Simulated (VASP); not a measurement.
# MnSi (rocksalt type) in VASP: notebook

Runs on MnSi (rocksalt type). Level: PBE. Tasks: electric field gradients.

Everything below comes from runs of VASP 6.6.1. Logs are shortened: lines on timing, memory, paths and dates and some standing lists are left out, and cuts for length are marked.

**1. The cell of the first run**

It takes space group I4/mmm (No. 139, tetragonal). Conventional cell: a = 3.443 Å, b = 3.443 Å, c = 4.797 Å, α = 90.00°, β = 90.00°, γ = 90.00°. Mn (site symmetry 4/mmm) has 6 Si at 2.40 to 2.43 Å within 3.2 Å. Within 3.2 Å of Si (site symmetry 4/mmm) lie 6 Mn at 2.40 to 2.43 Å.

**2. Electric field gradients, PBE, collinear spin, ferromagnetic start (z stretched by -1 % at fixed volume)**

INCAR

```
SYSTEM = MnSi
PREC = Accurate
ENCUT = 520
EDIFF = 1E-8
ISMEAR = -1
SIGMA = 0.05
LREAL = .False.
LASPH = .True.
NELM = 150
ALGO = Normal
ISIF = 2
LWAVE = .False.
LCHARG = .False.
ISPIN = 2
MAGMOM = 4 0
LORBIT = 11
LMAXMIX = 4
GGA = PE
LEFG = .True.
NBANDS = 20
```

KPOINTS

```
regular mesh
0
Gamma
  15 15 15
  0 0 0
```

POSCAR

```
MnSi
1.0
    0.0000000000      2.4346995812      2.3982705414
    2.4346995812      0.0000000000      2.3982705414
    2.4346995812      2.4346995812      0.0000000000
Mn Si
1 1
Direct
    0.0000000000      0.0000000000      0.0000000000
    0.5000000000      0.5000000000      0.5000000000
```

Potentials or basis: VASP PAW PBE potentials, release 64 (Mn_pv, Si).

Command:

```bash
cat potpaw_PBE.64/Mn_pv/POTCAR potpaw_PBE.64/Si/POTCAR > POTCAR
mpirun -np 1 vasp_std > vasp.out
```

OUTCAR:

```text
SYSTEM = MnSi
   PREC = Accurate
   ENCUT = 520
   EDIFF = 1E-8
   ISMEAR = -1
   LREAL = .False.
   LASPH = .True.
   NELM = 150
   ISIF = 2
   ISPIN = 2
   LORBIT = 11
   GGA = PE

 ion  position               nearest neighbor table
   1  0.000  0.000  0.000-   2 2.40   2 2.40   2 2.43   2 2.43   2 2.43   2 2.43
   2  0.500  0.500  0.500-   1 2.40   1 2.40   1 2.43   1 2.43   1 2.43   1 2.43

  LATTYP: Found a body centered tetragonal cell.
 ALAT       =     3.4431851680
 C/A-ratio  =     1.3930534806

  Lattice vectors:

 A1 = (   0.0000000000,  -2.4346995812,  -2.3982705414)
 A2 = (   0.0000000000,   2.4346995812,  -2.3982705414)
 A3 = (   2.4346995812,   0.0000000000,   2.3982705414)

Analysis of symmetry for initial positions (statically):
=====================================================================
 Subroutine PRICEL returns:
 Original cell was already a primitive cell.

 Routine SETGRP: Setting up the symmetry group for a
 body centered tetragonal supercell.

 Subroutine GETGRP returns: Found 16 space group operations
 (whereof 16 operations were pure point group operations)
 out of a pool of 16 trial point group operations.

The static configuration has the point symmetry D_4h.

Analysis of symmetry for dynamics (positions and initial velocities):
=====================================================================
 Subroutine PRICEL returns:
 Original cell was already a primitive cell.

 Routine SETGRP: Setting up the symmetry group for a
 body centered tetragonal supercell.

 Subroutine GETGRP returns: Found 16 space group operations
 (whereof 16 operations were pure point group operations)
 out of a pool of 16 trial point group operations.

The dynamic configuration has the point symmetry D_4h.

Analysis of structural, dynamic, and magnetic symmetry:
=====================================================================
 Subroutine PRICEL returns:
 Original cell was already a primitive cell.

 Routine SETGRP: Setting up the symmetry group for a
 body centered tetragonal supercell.

 Subroutine GETGRP returns: Found 16 space group operations
 (whereof 16 operations were pure point group operations)
 out of a pool of 16 trial point group operations.

The overall configuration has the point symmetry D_4h.

 Subroutine INISYM returns: Found 16 space group operations
 (whereof 16 operations are pure point group operations),
 and found     1 'primitive' translations

----------------------------------------------------------------------------------------

                                     Primitive cell

  volume of cell :      28.4328

  direct lattice vectors                    reciprocal lattice vectors
     0.000000000  2.434699581  2.398270541    -0.205364146  0.205364146  0.208483568
     2.434699581  0.000000000  2.398270541     0.205364146 -0.205364146  0.208483568
     2.434699581  2.434699581  0.000000000     0.205364146  0.205364146 -0.208483568

  length of vectors
     3.417523027  3.417523027  3.443185168     0.357511207  0.357511207  0.357511207

  position of ions in fractional coordinates (direct lattice)
     0.000000000  0.000000000  0.000000000
     0.500000000  0.500000000  0.500000000

  ion indices of the primitive-cell ions
   primitive index   ion index
                 1           1
                 2           2

----------------------------------------------------------------------------------------

 KPOINTS: regular mesh

Automatic generation of k-mesh.
 Grid dimensions read from file:
 generate k-points for:   15   15   15

 Generating k-lattice:

  Cartesian coordinates                     Fractional coordinates (reciprocal lattice)
    -0.013690943  0.013690943  0.013898905     0.066666667  0.000000000  0.000000000
     0.013690943 -0.013690943  0.013898905     0.000000000  0.066666667  0.000000000
     0.013690943  0.013690943 -0.013898905     0.000000000  0.000000000  0.066666667

  Length of vectors
     0.023834080  0.023834080  0.023834080

  Shift w.r.t. Gamma in fractional coordinates (k-lattice)
     0.000000000  0.000000000  0.000000000

 Subroutine IBZKPT returns following result:
 ===========================================

 Found    288 irreducible k-points:

 Following reciprocal coordinates:
            Coordinates               Weight
  0.000000  0.000000  0.000000      1.000000
  0.066667 -0.000000  0.000000      8.000000
  0.133333  0.000000  0.000000      8.000000
  0.200000  0.000000  0.000000      8.000000
  0.266667  0.000000  0.000000      8.000000
  0.333333 -0.000000  0.000000      8.000000
[... 16 lines left out ...]
  0.133333  0.133333  0.000000      2.000000
  0.200000  0.133333  0.000000      8.000000
 [... further k-points ...]
   k-points           NKPTS =    288   k-points in BZ     NKDIM =    288   number of bands    NBANDS=     20
   number of dos      NEDOS =    301   number of ions     NIONS =      2
   total plane-waves  NPLWV =  21952
   dimension x,y,z NGX =    28 NGY =   28 NGZ =   28
   dimension x,y,z NGXF=    56 NGYF=   56 NGZF=   56
   ions per type =               1   1
   NGX,Y,Z   is equivalent  to a cutoff of  13.62, 13.62, 13.52 a.u.
   NGXF,Y,Z  is equivalent  to a cutoff of  27.24, 27.24, 27.04 a.u.
 SYSTEM =  MnSi
   PREC   = accura    normal or accurate (medium, high low for compatibility)
   ISTART =      0    job   : 0-new  1-cont  2-samecut
   ICHARG =      2    charge: 1-file 2-atom 10-const
   ISPIN  =      2    spin polarized calculation?
   LNONCOLLINEAR =      F non collinear calculations
   LSORBIT =      F    spin-orbit coupling
   LASPH  =      T    aspherical Exc in radial PAW
   ENCUT  =  520.0 eV  38.22 Ry    6.18 a.u.   6.35  6.35  6.40*2*pi/ulx,y,z
   NELM   =    150;   NELMIN=  2; NELMDL= -5     # of ELM steps
   EDIFF  = 0.1E-07   stopping-criterion for ELM
   LREAL  =      F    real-space projection
   EDIFFG = 0.1E-06   stopping-criterion for IOM
   NSW    =      0    number of steps for IOM
   IBRION =     -1    ionic relax: 0-MD 1-quasi-New 2-CG
   NFREE  =      0    steps in history (QN), initial steepest desc. (CG)
   ISIF   =      2    stress and relaxation
   ISYM   =      2    0-nonsym 1-usesym 2-fastsym
   POTIM  = 0.5000    time-step for ionic-motion
   TEBEG  =    0.0;   TEEND  =   0.0 temperature during run
   PSTRESS=    0.0 pullay stress
   NELECT =      17.0000    total number of electrons
   NUPDOWN=      -1.0000    fix difference up-down
   EMIN   =  10.00;   EMAX   =-10.00  energy-range for DOS
   EFERMI =   0.00;   METHOD = LEGACY
   ISMEAR =    -1;   SIGMA  =   0.05  broadening in eV -4-tet -1-fermi 0-gaus
   EFERMI_NEDOS =   21; number of points for ismear=-14 and -15
   IALGO  =     38    algorithm
   IMIX   =      4    mixing-type and parameters
     AMIX     =   0.40;   BMIX     =  1.00
     AMIX_MAG =   1.60;   BMIX_MAG =  1.00
  volume/ion in A,a.u.               =      14.22        95.94
  Fermi-wavevector in a.u.,A,eV,Ry     =   1.379171  2.606256 25.879819  1.902113
  Thomas-Fermi vector in A             =   2.504165
   LORBIT       =     11    0 simple, 1 ext, 2 COOP (PROOUT), +10 PAW based schemes
   GGA     = PE    functional components
   LHFCALC =     F    Hartree Fock is set to
   AEXX    =    0.0000 exact exchange contribution
   IVDW    =     0    specifies the selected vdW correction
   LEPSILON=     F    determine dielectric tensor
   LRPA    =     F    only Hartree local field effects (RPA)
 spin polarized calculation
  energy-cutoff  :      520.00
  volume of cell :       28.43
 maximum number of plane-waves:       781
 NGX is ok and might be reduce to    28
   NGX = 13   NGY = 13   NGZ = 13

 number of electron      17.0000011 magnetization       2.4718753

 Free energy of the ion-electron system (eV)
  ---------------------------------------------------
  ext. energy  EPLUGINS =         0.00000000
  ---------------------------------------------------
  free energy    TOTEN  =       -14.15443947 eV

  energy without entropy =      -14.14307147  energy(sigma->0) =      -14.14875547

 E-fermi :   8.7977     XC(G=0): -11.6893

 val. band max:        8.7952824833   @ k =  -0.1333   0.2667   0.2000
 cond. band min:       8.7987719912   @ k =   0.3333   0.0667   0.2000
 fundamental gap:      0.0034895079
 Fermi energy:         8.7977454149

 spin component 1

 k-point     1 :       0.0000    0.0000    0.0000
  band No.  band energies     occupation
      1     -40.5169      1.00000
      2     -40.5169      1.00000
      3     -40.4982      1.00000
      4      -2.7963      1.00000
      5       6.0952      1.00000
      6       6.0952      1.00000
[... 12 lines left out ...]
     19      23.4622      0.00000
     20      23.9378      0.00000

 k-point     2 :       0.0667   -0.0000    0.0000
  band No.  band energies     occupation
      1     -40.5177      1.00000
      2     -40.5171      1.00000
      3     -40.4987      1.00000
      4      -2.7119      1.00000
      5       6.0545      1.00000
      6       6.1106      1.00000
[... 498 lines left out ...]
 k-point    24 :       0.2000    0.1333    0.0000
  band No.  band energies     occupation
      1     -40.5203      1.00000
      2     -40.5195      1.00000
      3     -40.5043      1.00000
      4      -2.0369      1.00000
      5       5.7742      1.00000
      6       5.8616      1.00000
[... 12 lines left out ...]
     19      23.5941      0.00000
     20      25.7898      0.00000

 [... further k-points ...]

 spin component 2

 k-point     1 :       0.0000    0.0000    0.0000
  band No.  band energies     occupation
      1     -37.8243      1.00000
      2     -37.8066      1.00000
      3     -37.8066      1.00000
      4      -2.7533      1.00000
      5       8.2164      0.99999
      6       8.2197      0.99999
[... 12 lines left out ...]
     19      23.8306      0.00000
     20      24.8077      0.00000

 k-point     2 :       0.0667   -0.0000    0.0000
  band No.  band energies     occupation
      1     -37.8249      1.00000
      2     -37.8075      1.00000
      3     -37.8068      1.00000
      4      -2.6697      1.00000
      5       8.1268      1.00000
      6       8.1301      1.00000
[... 498 lines left out ...]
 k-point    24 :       0.2000    0.1333    0.0000
  band No.  band energies     occupation
      1     -37.8320      1.00000
      2     -37.8101      1.00000
      3     -37.8096      1.00000
      4      -2.0008      1.00000
      5       6.9968      1.00000
      6       7.7820      1.00000
[... 12 lines left out ...]
     19      23.6617      0.00000
     20      26.5899      0.00000

 [... further k-points ...]
[... 5 lines left out ...]
  --------------------------------------------------------------------------------------
  -------------------------------------------------------------------------------------
  Total       -0.1442223     -0.1442223      0.3178712      0.0000000      0.0000000      0.0000000
  in kB       -8.1268825     -8.1268825     17.9119476      0.0000000      0.0000000      0.0000000
  external PRESSURE =       0.5527275 kB  Pullay stress =       0.0000000 kB

 VOLUME and BASIS-vectors are now :
 -----------------------------------------------------------------------------
  energy-cutoff  :      520.00
  volume of cell :       28.43
      direct lattice vectors                 reciprocal lattice vectors
     0.000000000  2.434699581  2.398270541    -0.205364146  0.205364146  0.208483568
     2.434699581  0.000000000  2.398270541     0.205364146 -0.205364146  0.208483568
     2.434699581  2.434699581  0.000000000     0.205364146  0.205364146 -0.208483568

 POSITION                                       TOTAL-FORCE (eV/Angst)
 -----------------------------------------------------------------------------------
      0.00000      0.00000      0.00000        -0.000000     -0.000000     -0.000000
      2.43470      2.43470      2.39827         0.000000      0.000000      0.000000
 -----------------------------------------------------------------------------------
    total drift:                               -0.000000     -0.000000      0.000000

  FREE ENERGIE OF THE ION-ELECTRON SYSTEM (eV)
  ---------------------------------------------------
  free  energy   TOTEN  =       -14.1544394734 eV

  energy  without entropy=      -14.1430714699  energy(sigma->0) =      -14.14875547

 Electric field gradients (V/A^2)
---------------------------------------------------------------------
 ion       V_xx      V_yy      V_zz      V_xy      V_xz      V_yz
---------------------------------------------------------------------
   1       3.668     3.668    -7.335    -0.003    -0.004    -0.004
   2       2.871     2.871    -5.742     0.000    -0.000    -0.000
---------------------------------------------------------------------

 Electric field gradients after diagonalization (V/A^2)
 (convention: |V_zz| > |V_xx| > |V_yy|)
----------------------------------------------------------------------
 ion       V_xx      V_yy      V_zz     asymmetry (V_yy - V_xx)/ V_zz
----------------------------------------------------------------------
   1       3.670     3.665    -7.335       0.001
   2       2.871     2.871    -5.742       0.000
----------------------------------------------------------------------

           NMR quadrupolar parameters

 Cq : quadrupolar parameter    Cq=e*Q*V_zz/h
 eta: asymmetry parameters     (V_yy - V_xx)/ V_zz
 Q  : nuclear electric quadrupole moment in mb (millibarn)
----------------------------------------------------------------------
 ion       Cq(MHz)       eta       Q (mb)
----------------------------------------------------------------------
   1      -0.018       0.001       1.000
   2      -0.014       0.000       1.000
----------------------------------------------------------------------

 total charge

# of ion       s       p       d       tot
------------------------------------------
    1        0.321   6.255   5.211  11.786
    2        0.788   0.898   0.000   1.686
--------------------------------------------------
tot          1.109   7.153   5.211  13.472

 magnetization (x)

# of ion       s       p       d       tot
------------------------------------------
    1        0.056   0.008   2.512   2.575
    2       -0.022  -0.090   0.000  -0.112
--------------------------------------------------
tot          0.034  -0.083   2.512   2.463
```

Run time: 5.7 min. Hardware: 1 thread of Intel Xeon Platinum 8259CL at 2.50GHz (Skylake/Cascade Lake), shared host; peak memory 0.35 GiB.

Results:

```yaml
Free_energy: -14.1544 eV
Pressure: 0.1 GPa
Net_moment: 2.47 μB per cell
Site_moments: Mn +2.58; Si -0.11 μB
Largest_electric_field_gradient_by_atom: Mn -7.3; Si -5.7 V/Å²
Valence_electrons_inside_the_program's_atomic_spheres: Mn 11.79; Si 1.69
```

Stress tensor (GPa, compression positive):
```
-0.81  0.00  0.00
 0.00 -0.81  0.00
 0.00  0.00  1.79
```

Electric field gradients, principal values (V/Å²):
| atom | least | middle | greatest (by size) |
| --- | --- | --- | --- |
| 1 Mn | 3.665 | 3.670 | -7.335 |
| 2 Si | 2.871 | 2.871 | -5.742 |

Caveat: without QUAD_EFG the Cq values of the log hold for a quadrupole moment of 1 mb, not for the nuclei.

(Continued in part 2 of 2.)
